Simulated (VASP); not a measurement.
Here is a VASP 6.6.1 calculation.

File INCAR:

```
SYSTEM = Al2InN3
PREC     = Accurate       ! precision mode
ENCUT    = 520            ! plane-wave cutoff, eV
EDIFF    = 1E-6           ! SCF threshold, eV
ISMEAR   = 0              ! smearing method
SIGMA    = 0.1            ! smearing width, eV
LREAL    = .FALSE.        ! projectors in reciprocal space
LASPH    = .TRUE.         ! aspherical terms in the spheres
NELM     = 60             ! most SCF steps
ALGO     = Normal         ! electronic algorithm
ISIF     = 2              ! what is computed and relaxed
LWAVE    = .FALSE.        ! write WAVECAR
LCHARG   = .FALSE.        ! write CHGCAR
GGA      = PE             ! functional
NBANDS   = 26             ! bands
```

Contents of KPOINTS:

```
regular mesh
0
G
  6 6 6
  0 0 0
```

POSCAR

```
Al2InN3
1.0
    5.2583180022      0.0000000000      0.0000000000
   -2.6291590011      4.5538369711      0.0000000000
    0.0000000000      0.0000000000      2.7327284004
Al In N
2 1 3
Direct
    0.3333333333      0.6666666667      0.5000000000
    0.6666666667      0.3333333333      0.5000000000
    0.0000000000      0.0000000000      0.0000000000
    0.4119080837      0.0000000000      0.0000000000
    0.0000000000      0.4119080837      0.0000000000
    0.5880919163      0.5880919163      0.0000000000
```

Potentials or basis: VASP PAW PBE potentials, release 64 (Al, In_d, N).

Launch:

```console
$ cat potpaw_PBE.64/Al/POTCAR potpaw_PBE.64/In_d/POTCAR potpaw_PBE.64/N/POTCAR > POTCAR
$ mpirun -np 1 vasp_std > vasp.out
```

(1) Estimate the band gap on the k mesh.

(2) Estimate the pressure.

## Answers

(1) zero (band 17 reaches 8.86 eV, above the bottom of band 18 at 8.15 eV).

(2) 0.2 GPa.

Caveat: the k points lie up to 0.38 Å⁻¹ apart; spin-orbit coupling is left out, which moves the levels of the heavy elements.
